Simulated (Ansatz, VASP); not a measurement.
# One calculation of As, two programs

The input INCAR:

```
SYSTEM = As
PREC     = Accurate       ! precision mode
ENCUT    = 520            ! plane-wave cutoff, eV
EDIFF    = 1E-6           ! SCF threshold, eV
ISMEAR   = -1             ! smearing method
SIGMA    = 0.05           ! smearing width, eV
LREAL    = .FALSE.        ! projectors in reciprocal space
LASPH    = .TRUE.         ! aspherical terms in the spheres
NELM     = 60             ! most SCF steps
ALGO     = Normal         ! electronic algorithm
ISIF     = 2              ! what is computed and relaxed
LWAVE    = .FALSE.        ! write WAVECAR
LCHARG   = .FALSE.        ! write CHGCAR
GGA      = CA             ! functional
NBANDS   = 18             ! bands
```

File KPOINTS:

```
Automatic mesh
0
G
  8 8 6
  0 0 0
```

Contents of POSCAR:

```
As
1.0
    1.7877446484     -5.3877235979      0.0000000000
    1.7877446484      5.3877235979      0.0000000000
    0.0000000000      0.0000000000      4.3787499060
As
4
Direct
    0.3900000000      0.6100000000      0.5600000000
    0.8900000000      0.1100000000      0.9400000000
    0.6100000000      0.3900000000      0.4400000000
    0.1100000000      0.8900000000      0.0600000000
```

Contents of input.yaml:

```yaml
crystal:
  lattice:
    - [1.7877446484, -5.3877235979, 0.0]
    - [1.7877446484, 5.3877235979, 0.0]
    - [0.0, 0.0, 4.378749906]
  atoms:
    - { symbol: As, position: [0.39, 0.61, 0.56] }
    - { symbol: As, position: [0.89, 0.11, 0.94] }
    - { symbol: As, position: [0.61, 0.39, 0.44] }
    - { symbol: As, position: [0.11, 0.89, 0.06] }
kpoints:
  mp_grid: { grid: [8, 8, 6] }
scf:
  occupations: { method: fermi_dirac, width: 0.05 }
hamiltonian:
  xc: lda
  pseudopotentials: { kind: all_electron, lapw: { basis_error: 0.002 } }
output:
  forces: true
  stress: true
  eigenvalues: true
```

Change from the starting cell: volume scaled by 0.94.

Alike in both runs: task single point; functional LDA; k mesh 8 × 8 × 6; occupations fermi-dirac, width 0.05 eV; no spin polarisation.

```csv
,VASP,Ansatz
version,VASP 6.6.1,Ansatz 0.2.0
potentials or method,"VASP PAW LDA potentials, release 64 (As), cutoff 520 eV","all-electron LAPW, scalar-relativistic"
```

|  | VASP | Ansatz | Ansatz less VASP |
| --- | --- | --- | --- |
| gap on the k mesh at the Fermi level (eV) | none | none | - |
| pressure (GPa) | 3.4 | 2.8 | -0.55 |
| traceless stress, the component that is largest in VASP (GPa) | -1.31 | -1.27 | +0.037 |
| rms of the force components (eV/Å) | 0.284 | 0.230 | -0.0547 |

LDA's correlation is that of Perdew and Zunger in VASP and of Perdew and Wang (1992) in Ansatz. Atom by atom the forces differ by 0.058 eV/Å (rms over components). A gap of «none» marks a metal or a gap that the smearing closes. Ansatz ran all-electron here, and VASP with PAW potentials.
